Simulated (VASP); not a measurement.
# Rb3Sr (Pm-3m) in VASP: a series of runs

The runs below take Rb3Sr through single point, relaxation of volume and atoms at fixed shape, with PBE.

Everything below comes from runs of VASP 6.6.1. Logs are shortened: lines on timing, memory, paths and dates and some standing lists are left out, and cuts for length are marked.

## 1. The cell of the first run

It takes space group Pm-3m (No. 221, cubic). The conventional cell has a = 6.829 Å, b = 6.829 Å, c = 6.829 Å, α = 90.00°, β = 90.00°, γ = 90.00°.

## 2. Single point, PBE

File INCAR:

```
SYSTEM = Rb3Sr
PREC     = Accurate       ! precision mode
ENCUT    = 500            ! plane-wave cutoff, eV
EDIFF    = 1E-6           ! SCF threshold, eV
ISMEAR   = -1             ! smearing method
SIGMA    = 0.1            ! smearing width, eV
LREAL    = .False.        ! projectors in reciprocal space
LASPH    = .True.         ! aspherical terms in the spheres
NELM     = 120            ! most SCF steps
ALGO     = Normal         ! electronic algorithm
ISIF     = 2              ! what is computed and relaxed
LWAVE    = .False.        ! write WAVECAR
LCHARG   = .True.         ! write CHGCAR
GGA      = PE             ! functional
LELF     = .True.         ! ELF
LVHAR    = .True.       
NBANDS   = 26             ! bands
GGA_COMPAT= .False.
```

File KPOINTS:

```
regular mesh
0
Gamma
  4 4 4
  0 0 0
```

File POSCAR:

```
Rb3Sr
1.0
    6.8286380000      0.0000000000      0.0000000000
    0.0000000000      6.8286380000      0.0000000000
    0.0000000000      0.0000000000      6.8286380000
Rb Sr
3 1
Direct
    0.5000000000      0.0000000000      0.0000000000
    0.0000000000      0.5000000000      0.0000000000
    0.0000000000      0.0000000000      0.5000000000
    0.5000000000      0.5000000000      0.5000000000
```

Potentials or basis: VASP PAW PBE potentials, release 64 (Rb_sv, Sr_sv).

Launch:

```
$ cat potpaw_PBE.64/Rb_sv/POTCAR potpaw_PBE.64/Sr_sv/POTCAR > POTCAR
$ mpirun -np 1 vasp_std > vasp.out
```

OUTCAR:

```text
SYSTEM = Rb3Sr
   PREC = Accurate
   ENCUT = 500
   EDIFF = 1E-6
   ISMEAR = -1
   LREAL = .False.
   LASPH = .True.
   NELM = 120
   ISIF = 2
   GGA = PE

 ion  position               nearest neighbor table
   1  0.500  0.000  0.000-   2 4.83   3 4.83   4 4.83   3 4.83   4 4.83   2 4.83   4 4.83   4 4.83
                             2 4.83   3 4.83   3 4.83   2 4.83
   2  0.000  0.500  0.000-   1 4.83   3 4.83   4 4.83   3 4.83   4 4.83   1 4.83   3 4.83   3 4.83
                             1 4.83   4 4.83   4 4.83   1 4.83
   3  0.000  0.000  0.500-   1 4.83   2 4.83   4 4.83   1 4.83   2 4.83   2 4.83   4 4.83   2 4.83
                             1 4.83   4 4.83   1 4.83   4 4.83
   4  0.500  0.500  0.500-   1 4.83   2 4.83   3 4.83   1 4.83   2 4.83   1 4.83   3 4.83   1 4.83
                             2 4.83   3 4.83   2 4.83   3 4.83

  LATTYP: Found a simple cubic cell.
 ALAT       =     6.8286380000

  Lattice vectors:

 A1 = (   6.8286380000,   0.0000000000,   0.0000000000)
 A2 = (   0.0000000000,   6.8286380000,   0.0000000000)
 A3 = (   0.0000000000,   0.0000000000,   6.8286380000)

Analysis of symmetry for initial positions (statically):
=====================================================================
 Subroutine PRICEL returns:
 Original cell was already a primitive cell.

 Routine SETGRP: Setting up the symmetry group for a
 simple cubic supercell.

 Subroutine GETGRP returns: Found 48 space group operations
 (whereof 48 operations were pure point group operations)
 out of a pool of 48 trial point group operations.

The static configuration has the point symmetry O_h .

Analysis of symmetry for dynamics (positions and initial velocities):
=====================================================================
 Subroutine PRICEL returns:
 Original cell was already a primitive cell.

 Routine SETGRP: Setting up the symmetry group for a
 simple cubic supercell.

 Subroutine GETGRP returns: Found 48 space group operations
 (whereof 48 operations were pure point group operations)
 out of a pool of 48 trial point group operations.

The dynamic configuration has the point symmetry O_h .

 Subroutine INISYM returns: Found 48 space group operations
 (whereof 48 operations are pure point group operations),
 and found     1 'primitive' translations

----------------------------------------------------------------------------------------

                                     Primitive cell

  volume of cell :     318.4214

  direct lattice vectors                    reciprocal lattice vectors
     6.828638000  0.000000000  0.000000000     0.146442087  0.000000000  0.000000000
     0.000000000  6.828638000  0.000000000     0.000000000  0.146442087  0.000000000
     0.000000000  0.000000000  6.828638000     0.000000000  0.000000000  0.146442087

  length of vectors
     6.828638000  6.828638000  6.828638000     0.146442087  0.146442087  0.146442087

  position of ions in fractional coordinates (direct lattice)
     0.500000000  0.000000000  0.000000000
     0.000000000  0.500000000  0.000000000
     0.000000000  0.000000000  0.500000000
     0.500000000  0.500000000  0.500000000

  ion indices of the primitive-cell ions
   primitive index   ion index
                 1           1
                 2           2
                 3           3
                 4           4

----------------------------------------------------------------------------------------

 KPOINTS: regular mesh

Automatic generation of k-mesh.
 Grid dimensions read from file:
 generate k-points for:    4    4    4

 Generating k-lattice:

  Cartesian coordinates                     Fractional coordinates (reciprocal lattice)
     0.036610522  0.000000000  0.000000000     0.250000000  0.000000000  0.000000000
     0.000000000  0.036610522  0.000000000     0.000000000  0.250000000  0.000000000
     0.000000000  0.000000000  0.036610522     0.000000000  0.000000000  0.250000000

  Length of vectors
     0.036610522  0.036610522  0.036610522

  Shift w.r.t. Gamma in fractional coordinates (k-lattice)
     0.000000000  0.000000000  0.000000000

 Subroutine IBZKPT returns following result:
 ===========================================

 Found     10 irreducible k-points:

 Following reciprocal coordinates:
            Coordinates               Weight
  0.000000  0.000000  0.000000      1.000000
  0.250000  0.000000  0.000000      6.000000
  0.500000  0.000000  0.000000      3.000000
  0.250000  0.250000  0.000000     12.000000
  0.500000  0.250000  0.000000     12.000000
  0.500000  0.500000  0.000000      3.000000
  0.250000  0.250000  0.250000      8.000000
  0.500000  0.250000  0.250000     12.000000
  0.500000  0.500000  0.250000      6.000000
  0.500000  0.500000  0.500000      1.000000
   k-points           NKPTS =     10   k-points in BZ     NKDIM =     10   number of bands    NBANDS=     26
   number of dos      NEDOS =    301   number of ions     NIONS =      4
   total plane-waves  NPLWV = 125000
   dimension x,y,z NGX =    50 NGY =   50 NGZ =   50
   dimension x,y,z NGXF=   100 NGYF=  100 NGZF=  100
   ions per type =               3   1
   NGX,Y,Z   is equivalent  to a cutoff of  12.17, 12.17, 12.17 a.u.
   NGXF,Y,Z  is equivalent  to a cutoff of  24.35, 24.35, 24.35 a.u.
 SYSTEM =  Rb3Sr
   PREC   = accura    normal or accurate (medium, high low for compatibility)
   ISTART =      0    job   : 0-new  1-cont  2-samecut
   ICHARG =      2    charge: 1-file 2-atom 10-const
   ISPIN  =      1    spin polarized calculation?
   LNONCOLLINEAR =      F non collinear calculations
   LSORBIT =      F    spin-orbit coupling
   LASPH  =      T    aspherical Exc in radial PAW
   ENCUT  =  500.0 eV  36.75 Ry    6.06 a.u.  12.45 12.45 12.45*2*pi/ulx,y,z
   NELM   =    120;   NELMIN=  2; NELMDL= -5     # of ELM steps
   EDIFF  = 0.1E-05   stopping-criterion for ELM
   LREAL  =      F    real-space projection
[... 7 lines left out ...]
   TEBEG  =    0.0;   TEEND  =   0.0 temperature during run
   PSTRESS=    0.0 pullay stress
   NELECT =      37.0000    total number of electrons
   NUPDOWN=      -1.0000    fix difference up-down
   EMIN   =  10.00;   EMAX   =-10.00  energy-range for DOS
   EFERMI =   0.00;   METHOD = LEGACY
   ISMEAR =    -1;   SIGMA  =   0.10  broadening in eV -4-tet -1-fermi 0-gaus
   EFERMI_NEDOS =   21; number of points for ismear=-14 and -15
   IALGO  =     38    algorithm
   IMIX   =      4    mixing-type and parameters
     AMIX     =   0.40;   BMIX     =  1.00
     AMIX_MAG =   1.60;   BMIX_MAG =  1.00
  volume/ion in A,a.u.               =      79.61       537.20
  Fermi-wavevector in a.u.,A,eV,Ry     =   0.798867  1.509640  8.683088  0.638189
  Thomas-Fermi vector in A             =   1.905861
   LORBIT       =      0    0 simple, 1 ext, 2 COOP (PROOUT), +10 PAW based schemes
   GGA     = PE    functional components
   LHFCALC =     F    Hartree Fock is set to
   AEXX    =    0.0000 exact exchange contribution
   IVDW    =     0    specifies the selected vdW correction
   LEPSILON=     F    determine dielectric tensor
   LRPA    =     F    only Hartree local field effects (RPA)
 non-spin polarized calculation
  energy-cutoff  :      500.00
  volume of cell :      318.42
 maximum number of plane-waves:      8217
 NGX is ok and might be reduce to    50
   NGX = 25   NGY = 25   NGZ = 25

 number of electron      36.9999999 magnetization

 Free energy of the ion-electron system (eV)
  ---------------------------------------------------
  ext. energy  EPLUGINS =         0.00000000
  ---------------------------------------------------
  free energy    TOTEN  =        -3.98978734 eV

  energy without entropy =       -3.84857370  energy(sigma->0) =       -3.91918052

 E-fermi :   0.2920     XC(G=0):  -5.9327

 val. band max:        0.1593338030   @ k =   0.2500   0.2500   0.0000
 cond. band min:       0.2965411366   @ k =   0.5000   0.5000   0.5000
 fundamental gap:      0.1372073336
 Fermi energy:         0.2920061860

 k-point     1 :       0.0000    0.0000    0.0000
  band No.  band energies     occupation
      1     -37.4202      2.00000
      2     -28.3021      2.00000
      3     -28.2949      2.00000
      4     -28.2949      2.00000
      5     -19.3559      2.00000
      6     -19.3559      2.00000
[... 18 lines left out ...]
     25       1.5692      0.00001
     26       1.5692      0.00001

 k-point     2 :       0.2500    0.0000    0.0000
  band No.  band energies     occupation
      1     -37.4202      2.00000
      2     -28.3012      2.00000
      3     -28.2958      2.00000
      4     -28.2949      2.00000
      5     -19.3560      2.00000
      6     -19.3559      2.00000
[... 18 lines left out ...]
     25       1.5647      0.00001
     26       1.9258      0.00000

 k-point     3 :       0.5000    0.0000    0.0000
  band No.  band energies     occupation
      1     -37.4202      2.00000
      2     -28.2997      2.00000
      3     -28.2973      2.00000
      4     -28.2949      2.00000
      5     -19.3561      2.00000
      6     -19.3559      2.00000
[... 18 lines left out ...]
     25       1.6815      0.00000
     26       1.8533      0.00000

 k-point     4 :       0.2500    0.2500    0.0000
  band No.  band energies     occupation
      1     -37.4202      2.00000
      2     -28.3004      2.00000
      3     -28.2961      2.00000
      4     -28.2954      2.00000
      5     -19.3560      2.00000
      6     -19.3560      2.00000
[... 18 lines left out ...]
     25       1.8591      0.00000
     26       1.8983      0.00000
[... 90 lines left out ...]
      1     -37.4202      2.00000
      2     -28.2985      2.00000
      3     -28.2973      2.00000
      4     -28.2961      2.00000
      5     -19.3561      2.00000
      6     -19.3560      2.00000
[... 18 lines left out ...]
     25       1.9806      0.00000
     26       2.1612      0.00000

 k-point     9 :       0.5000    0.5000    0.2500
  band No.  band energies     occupation
      1     -37.4202      2.00000
      2     -28.2973      2.00000
      3     -28.2973      2.00000
      4     -28.2973      2.00000
      5     -19.3561      2.00000
      6     -19.3561      2.00000
[... 18 lines left out ...]
     25       2.0678      0.00000
     26       2.2264      0.00000

 k-point    10 :       0.5000    0.5000    0.5000
  band No.  band energies     occupation
      1     -37.4202      2.00000
      2     -28.2973      2.00000
      3     -28.2973      2.00000
      4     -28.2973      2.00000
      5     -19.3561      2.00000
      6     -19.3561      2.00000
[... 18 lines left out ...]
     25       2.1751      0.00000
     26       2.1751      0.00000

------------------------ aborting loop because EDIFF is reached ----------------------------------------

  FORCE on cell =-STRESS in cart. coord.  units (eV):
  Direction    XX          YY          ZZ          XY          YZ          ZX
  --------------------------------------------------------------------------------------
  -------------------------------------------------------------------------------------
  Total        0.0352945      0.0352945      0.0352945     -0.0000000     -0.0000000     -0.0000000
  in kB        0.1775886      0.1775886      0.1775886     -0.0000000     -0.0000000     -0.0000000
  external PRESSURE =       0.1775886 kB  Pullay stress =       0.0000000 kB

 VOLUME and BASIS-vectors are now :
 -----------------------------------------------------------------------------
  energy-cutoff  :      500.00
  volume of cell :      318.42
      direct lattice vectors                 reciprocal lattice vectors
     6.828638000  0.000000000  0.000000000     0.146442087  0.000000000  0.000000000
     0.000000000  6.828638000  0.000000000     0.000000000  0.146442087  0.000000000
     0.000000000  0.000000000  6.828638000     0.000000000  0.000000000  0.146442087

 POSITION                                       TOTAL-FORCE (eV/Angst)
 -----------------------------------------------------------------------------------
      3.41432      0.00000      0.00000         0.000000      0.000000      0.000000
      0.00000      3.41432      0.00000         0.000000      0.000000      0.000000
      0.00000      0.00000      3.41432         0.000000      0.000000      0.000000
      3.41432      3.41432      3.41432         0.000000      0.000000      0.000000
 -----------------------------------------------------------------------------------
    total drift:                                0.000000      0.000000     -0.000000

  FREE ENERGIE OF THE ION-ELECTRON SYSTEM (eV)
  ---------------------------------------------------
  free  energy   TOTEN  =        -3.9897873414 eV

  energy  without entropy=       -3.8485737029  energy(sigma->0) =       -3.91918052
```

Wall time 38 s (1 thread of Intel Xeon 6975P-C (Granite Rapids), shared host); peak memory 0.37 GiB.

What came out:

| Item | Value |
| --- | --- |
| Free energy | -3.9898 eV |
| Pressure | 0.0 GPa |

## 3. Relaxation of volume and atoms at fixed shape, PBE

File INCAR:

```
SYSTEM = Rb3Sr
ALGO = Normal ; EDIFF = 1E-7
EDIFFG = -0.03 ; ENCUT = 500
GGA = PE ; GGA_COMPAT = .False.
IBRION = 2 ; ISIF = 8
ISMEAR = -1 ; LASPH = .True.
LCHARG = .False. ; LREAL = .False.
LWAVE = .False. ; NELM = 120
NELMIN = 4 ; NSW = 60
PREC = Accurate ; SIGMA = 0.1
```

File KPOINTS:

```
k-points
0
Gamma
  4 4 4
  0 0 0
```

POSCAR is that of step 2.

Potentials or basis: VASP PAW PBE potentials, release 64 (Rb_sv, Sr_sv).

Launch:

```
$ cat potpaw_PBE.64/Rb_sv/POTCAR potpaw_PBE.64/Sr_sv/POTCAR > POTCAR
$ mpirun -np 1 vasp_std > vasp.out
```

It took 38 s on 1 thread of Intel Xeon 6975P-C (Granite Rapids), shared host; peak memory 0.37 GiB.

The run converged. Its results:

* Free energy: -3.9897 eV
* Pressure after relaxing: 0.0 GPa

Final structure:
```yaml
crystal:
  lattice:
    - [6.82864, 0.00000, 0.00000]
    - [0.00000, 6.82864, 0.00000]
    - [0.00000, 0.00000, 6.82864]
  atoms:
    - { symbol: Rb, position: [0.50000, 0.00000, 0.00000] }
    - { symbol: Rb, position: [0.00000, 0.50000, 0.00000] }
    - { symbol: Rb, position: [0.00000, 0.00000, 0.50000] }
    - { symbol: Sr, position: [0.50000, 0.50000, 0.50000] }
```

Levels at points of the mesh, in eV from the Fermi level:
| k point | band 15 | band 16 | band 17 | band 18 | band 19 | band 20 | band 21 | band 22 |
| --- | --- | --- | --- | --- | --- | --- | --- | --- |
| (0.00, 0.00, 0.00) | -12.64 | -12.64 | -2.42 | 0.26 | 0.26 | 0.37 | 1.17 | 1.17 |
| (0.50, 0.00, 0.00) | -12.65 | -12.65 | -1.68 | -1.18 | 0.65 | 1.10 | 1.12 | 1.12 |
| (0.50, 0.50, 0.00) | -12.66 | -12.63 | -1.10 | -0.44 | -0.44 | -0.27 | 1.23 | 1.24 |
| (0.50, 0.50, 0.50) | -12.63 | -12.63 | -0.86 | 0.00 | 0.00 | 0.00 | 0.41 | 0.41 |

Caveat: the relaxation stopped at its first step, so nothing moved.
